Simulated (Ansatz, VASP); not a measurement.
# Two plane-wave programs on I

```xyz
8
Lattice="6.5834 0.0000 0.0000 0.0000 6.5834 0.0000 0.0000 0.0000 6.5834" Properties=species:S:1:pos:R:3 pbc="T T T"
I     3.2917    3.2917    3.2917
I     0.0000    0.0000    0.0000
I     1.6458    0.0000    3.2917
I     3.2917    1.6458    0.0000
I     3.2917    4.9375    0.0000
I     4.9375    0.0000    3.2917
I     0.0000    3.2917    4.9375
I     0.0000    3.2917    1.6458
```

Alike in both runs: functional PBE; k mesh 6 × 6 × 6; occupations gaussian, width 0.1 eV; no spin polarisation.

Ansatz relaxed the structure, and its values are those at the end. VASP's run is a single point on that final structure, the one shown.

|  | VASP | Ansatz |
| --- | --- | --- |
| version | VASP 6.6.1 | Ansatz 0.2.0 |
| potentials or method | VASP PAW PBE potentials, release 64 (I), cutoff 520 eV | scalar-relativistic, plane waves, PAW |
| valence electrons in the cell | 56 | 136 |

```tsv
	VASP	Ansatz	Ansatz less VASP
gap on the k mesh at the Fermi level (eV)	none	none	-
pressure (GPa)	0.0	0.0	+0.03
```

A gap of «none» marks a metal or a gap that the smearing closes. The functional is the same, so the differences come from potentials, cutoffs and numerics. VASP's potentials hold 56 valence electrons a cell and Ansatz's 136, so a difference there can come from the potentials and not from the codes.

Spin-orbit coupling is off throughout.
